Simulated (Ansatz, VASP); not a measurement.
Li3Ge4N: VASP beside Ansatz

```
Li Ge N
1.0
     3.96729    0.00000    0.00000
    -1.98364    3.43577    0.00000
     0.00000    0.00000    9.72870
Li Ge N
3 4 1
Cartesian
  1.9836 3.4358 1.7081
  0.0000 2.2905 0.2986
  1.9836 1.1453 9.3221
  -1.9836 3.4358 7.6165
  0.0000 2.2905 3.1733
  1.9836 1.1453 4.1607
  1.9836 1.1453 6.6508
  1.9836 3.4358 9.5356
```

Alike in both runs: task single point; functional PBE; k mesh 6 × 6 × 2; occupations gaussian, width 0.2 eV; no spin polarisation.

|  | VASP | Ansatz |
| --- | --- | --- |
| version | VASP 6.6.1 | Ansatz 0.2.0 |
| potentials or method | VASP PAW PBE potentials, release 64 (Li_sv, Ge_d, N), cutoff 520 eV | scalar-relativistic, plane waves, PAW |
| valence electrons in the cell | 70 | 70 |

Ansatz gave:

| Item | Value |
| --- | --- |
| gap on the k mesh at the Fermi level (eV) | 0.26 |
| least direct gap on the mesh (eV) | 0.32 |
| rms of the force components (eV/Å) | 0.006 |

Problem. What did VASP give for the same quantities?

Solution. gap on the k mesh at the Fermi level (eV): 0.27; least direct gap on the mesh (eV): 0.32; rms of the force components (eV/Å): 0.009.

Atom by atom the forces differ by 0.007 eV/Å (rms over components).

Noted on VASP's run: the cutoff is short for stress, so the pressure is rough.
